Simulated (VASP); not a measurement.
Wanted: the native input for a VASP 6.6.1 run.

| Quantity | Value |
| --- | --- |
| Task | single point |
| Functional | PBE |
| Potentials or basis | VASP PAW PBE potentials, release 64 (Rh_pv) |
| Cutoff | 400 eV |
| k mesh | 5 × 5 × 1 |
| Occupations | gaussian, width 0.1 eV |
| Spin | no spin polarisation |
| Dipole correction | yes |
| Further INCAR settings | ALGO = Normal; EDIFF = 1e-06; NBANDS = 102; NELMDL = -8 |

The structure of Rh lies in POSCAR:

```
Rh
1.0
    5.4165863251      0.0000000000      0.0000000000
    0.0000000000      5.4165863251      0.0000000000
    0.0000000000      0.0000000000     21.6737394690
Rh
12
Direct
    0.2500000000      0.2500000000      0.1845551390
    0.2500000000      0.7500000000      0.1845551390
    0.7500000000      0.2500000000      0.1845551390
    0.7500000000      0.7500000000      0.1845551390
    0.0000000000      0.0000000000      0.2693764928
    0.0000000000      0.5000000000      0.2693764928
    0.5000000000      0.0000000000      0.2693764928
    0.5000000000      0.5000000000      0.2693764928
    0.2500000000      0.2500000000      0.3540570136
    0.2500000000      0.7500000000      0.3540570136
    0.7500000000      0.2500000000      0.3540570136
    0.7500000000      0.7500000000      0.3540570136
```

The input as run:

INCAR

```
PREC = Accurate
ENCUT = 400
EDIFF = 1E-6
ISMEAR = 0
SIGMA = 0.1
LREAL = F
LASPH = T
NELM = 120
ALGO = Normal
ISIF = 2
LWAVE = F
LCHARG = F
LDIPOL = T
IDIPOL = 3
DIPOL = 0.5 0.5 0.269
GGA = PE
NBANDS = 102
GGA_COMPAT = F
NELMDL = -8
```

KPOINTS

```
regular mesh
0
Gamma
  5 5 1
```

Potentials or basis: VASP PAW PBE potentials, release 64 (Rh_pv).

Launch:

```bash
$ cat potpaw_PBE.64/Rh_pv/POTCAR > POTCAR
$ mpirun -np 1 vasp_std > vasp.out
```

Results of the run:

```json
{
 "Largest force": "0.032 eV/Å",
 "Band gap on the k mesh": "zero (bands 90 and 91 overlap by 0.71 eV)"
}
```

Wall time 15 min on 1 thread of Oxide Virtual Turin-like Processor (shared host), peak memory 0.48 GiB.
